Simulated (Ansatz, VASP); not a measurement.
# One calculation of In, two programs

The input INCAR:

```
AGGAC = 1.0 ; AGGAX = 1.0
ALDAC = 0.0 ; ALDAX = 1.0
ALGO = Normal ; EDIFF = 1E-7
ENCUT = 520 ; GGA = B5
ISIF = 2 ; ISMEAR = -1
LASPH = True ; LCHARG = True
LELF = True ; LREAL = False
LVHAR = True ; LWAVE = False
NBANDS = 12 ; NELM = 60
PREC = Accurate ; SIGMA = 0.1
```

File KPOINTS:

```
k-points
0
Gamma
  12 12 12
```

File POSCAR:

```
In
1.0
    0.0000000000      2.5603061696      2.5603061696
    2.5603061696      0.0000000000      2.5603061696
    2.5603061696      2.5603061696      0.0000000000
In
1
Direct
    0.0000000000      0.0000000000      0.0000000000
```

Input for Ansatz:

```yaml
crystal:
  lattice:
    - [0.0, 2.5603061696, 2.5603061696]
    - [2.5603061696, 0.0, 2.5603061696]
    - [2.5603061696, 2.5603061696, 0.0]
  atoms:
    - { symbol: In, position: [0.0, 0.0, 0.0] }
hamiltonian:
  xc: blyp
  pseudopotentials:
    kind: paw
    azcp:
      In: "pseudopotentials/In.paw.azcp"
basis:
  ecutwfc: 420
  fft_grid_basis: typed
kpoints:
  mp_grid: { grid: [12, 12, 12], shift: [0, 0, 0] }
magnetization:
  spin_polarized: false
scf:
  occupations: { method: fermi_dirac, width: 0.1 }
  lower_state_search: "off"
output:
  stress: true
```

Alike in both runs: task single point; functional BLYP; k mesh 12 × 12 × 12; occupations fermi-dirac, width 0.1 eV; no spin polarisation.

|  | VASP | Ansatz |
| --- | --- | --- |
| version | VASP 6.6.1 | Ansatz 0.2.0 |
| potentials or method | VASP PAW PBE potentials, release 64 (In_d), cutoff 520 eV | plane waves (420 eV) with PAW, scalar-relativistic |
| valence electrons in the cell | 13 | 13 |

```csv
,VASP,Ansatz,Ansatz less VASP
pressure (GPa),-1.4,-1.4,+0.05
```

VASP's potentials were made for PBE, not for BLYP.
